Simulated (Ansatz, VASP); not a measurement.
**One calculation of Nb, two programs**

File INCAR:

```
SYSTEM = Nb
PREC     = Accurate       ! precision mode
ENCUT    = 520            ! plane-wave cutoff, eV
EDIFF    = 1E-7           ! SCF threshold, eV
ISMEAR   = -1             ! smearing method
SIGMA    = 0.05           ! smearing width, eV
LREAL    = .False.        ! projectors in reciprocal space
LASPH    = .True.         ! aspherical terms in the spheres
NELM     = 100            ! most SCF steps
ALGO     = Normal         ! electronic algorithm
ISIF     = 2              ! what is computed and relaxed
LWAVE    = .False.        ! write WAVECAR
LCHARG   = .False.        ! write CHGCAR
GGA      = PE             ! functional
NBANDS   = 26             ! bands
```

The input KPOINTS:

```
regular mesh
0
Gamma
  9 9 12
  0 0 0
```

The input POSCAR:

```
Nb
1.0
    4.6673641556      0.0000000000      0.0000000000
   -2.3336820778      4.0420559274      0.0000000000
    0.0000000000      0.0000000000      2.5874496101
Nb
3
Direct
    0.0000000000      0.0000000000      0.0000000000
    0.3333333333      0.6666666667      0.5000000000
    0.6666666667      0.3333333333      0.5000000000
```

Input for Ansatz:

```yaml
crystal:
  lattice:
    - [4.6673641556, 0.0, 0.0]
    - [-2.3336820778, 4.0420559274, 0.0]
    - [0.0, 0.0, 2.5874496101]
  atoms:
    - { symbol: Nb, position: [0.0, 0.0, 0.0] }
    - { symbol: Nb, position: [0.3333333333, 0.6666666667, 0.5] }
    - { symbol: Nb, position: [0.6666666667, 0.3333333333, 0.5] }
kpoints:
  mp_grid: { grid: [9, 9, 12] }
scf:
  occupations: { method: fermi_dirac, width: 0.05 }
hamiltonian:
  xc: pbe
  pseudopotentials: { kind: all_electron, lapw: { basis_error: 0.001 } }
output:
  forces: true
  stress: true
  eigenvalues: true
  populations: true
```

Change from the starting cell: volume scaled by 0.88, LAPW.

Alike in both runs: task single point; functional PBE; k mesh 9 × 9 × 12; occupations fermi-dirac, width 0.05 eV; no spin polarisation.

|  | VASP | Ansatz |
| --- | --- | --- |
| version | VASP 6.6.1 | Ansatz 0.2.0 |
| potentials or method | VASP PAW PBE potentials, release 64 (Nb_sv), cutoff 520 eV | all-electron LAPW, scalar-relativistic |

Ansatz gave:

| Quantity | Value |
| --- | --- |
| pressure (GPa) | 26.5 |
| traceless stress, the component that is largest in VASP (GPa) | 0.00 |

Problem. Which values does VASP return?

Solution. Pressure (GPa): 26.2; traceless stress, the component that is largest in VASP (GPa): 0.11.

Ansatz ran all-electron here, and VASP with PAW potentials.
